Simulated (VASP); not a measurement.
Here is a VASP 6.6.1 calculation.

The input INCAR:

```
SYSTEM = MgO
ALGO = Normal
EDIFF = 1E-7
ENCUT = 520
GGA = PE
ISIF = 2
ISMEAR = 0
LASPH = .TRUE.
LCHARG = .FALSE.
LREAL = Auto
LWAVE = .FALSE.
NBANDS = 141
NELM = 60
PREC = Accurate
SIGMA = 0.02
```

Contents of KPOINTS:

```
k-points
0
G
  2 2 2
  0 0 0
```

File POSCAR:

```
MgO
1.0
    0.0000000000      6.3803844974      6.3803844974
    6.3803844974      0.0000000000      6.3803844974
    6.3803844974      6.3803844974      0.0000000000
Mg O
27 27
Direct
   -0.0004521123      0.3333809689      0.3335405006
   -0.0004435946      0.3333881466      0.6668632543
   -0.0003694148      0.3334019858      0.0001543032
   -0.0004696011      0.6667595881      0.3335213218
   -0.0004820525      0.6667884149      0.6667990697
   -0.0003515663      0.6666649600      0.0002072936
   -0.0005026215      0.0001122999      0.3335318048
   -0.0004827101      0.0000440625      0.6668751255
   -0.0004368055      0.0000760827      0.0002312364
    0.3328885047      0.3334151021      0.3335122758
    0.3329096050      0.3334540635      0.6668663771
    0.3329886379      0.3333801664      0.0001866747
    0.3328731934      0.6667721630      0.3334833515
    0.3329031013      0.6667433472      0.6668404423
    0.3329408399      0.6667385370      0.0001841695
    0.3328569674      0.0000637812      0.3335437275
    0.3328189049      0.0000832663      0.6668638280
    0.3328770804      0.0000367962      0.0002097098
    0.6662237003      0.3335010961      0.3334924886
    0.6662650516      0.3334603349      0.6668235166
    0.6662874604      0.3334557010      0.0001985913
    0.6662070445      0.6667783401      0.3335252853
    0.6661604948      0.6667490586      0.6668922860
    0.6662898753      0.6667996790      0.0001553685
    0.6661686287      0.0001444380      0.3335398064
    0.6661180121      0.0001641701      0.6668471418
    0.6662654611      0.0000755731      0.0001686742
    0.1662266036      0.1666870780      0.1669057954
    0.1661658214      0.1667183150      0.5002768955
    0.1662466626      0.1666875964      0.8335626882
    0.1661817195      0.5000814062      0.1668646034
    0.1661804184      0.5000569503      0.5002219908
    0.1661936999      0.5000467353      0.8335501477
    0.1662041590      0.8334054645      0.1668941805
    0.1662253236      0.8333676900      0.5002228229
    0.1662091568      0.8333603774      0.8335737260
    0.4995267739      0.1667011950      0.1669407348
    0.4996014337      0.1666710816      0.5002927835
    0.4996043752      0.1666696586      0.8335928623
    0.4995760203      0.5000184443      0.1668887218
    0.4995804104      0.5000373356      0.5002237645
    0.4995204675      0.5000034367      0.8335714556
    0.4995677105      0.8333545284      0.1668523276
    0.4994893205      0.8333928162      0.5002337728
    0.4995653118      0.8333354815      0.8335428367
    0.8329051544      0.1667341883      0.1668854901
    0.8328901007      0.1666635859      0.5002723465
    0.8328734385      0.1667133205      0.8335926000
    0.8328639348      0.5000148581      0.1669337597
    0.8328226025      0.5000155533      0.5002894019
    0.8329023327      0.5000105118      0.8335765720
    0.8328547498      0.8333350062      0.1668989384
    0.8329302516      0.8333711921      0.5002042242
    0.8328714809      0.8333406582      0.8335809866
```

Potentials or basis: VASP PAW PBE potentials, release 64 (Mg, O).

Command:

```sh
$ cat potpaw_PBE.64/Mg/POTCAR potpaw_PBE.64/O/POTCAR > POTCAR
$ mpirun -np 1 vasp_std > vasp.out
```

(1) Predict the band gap on the k mesh.

(2) Estimate the pressure.

## Answers

(1) 4.44 eV.

(2) -0.7 GPa.

Caveat: the k points lie up to 0.43 Å⁻¹ apart.
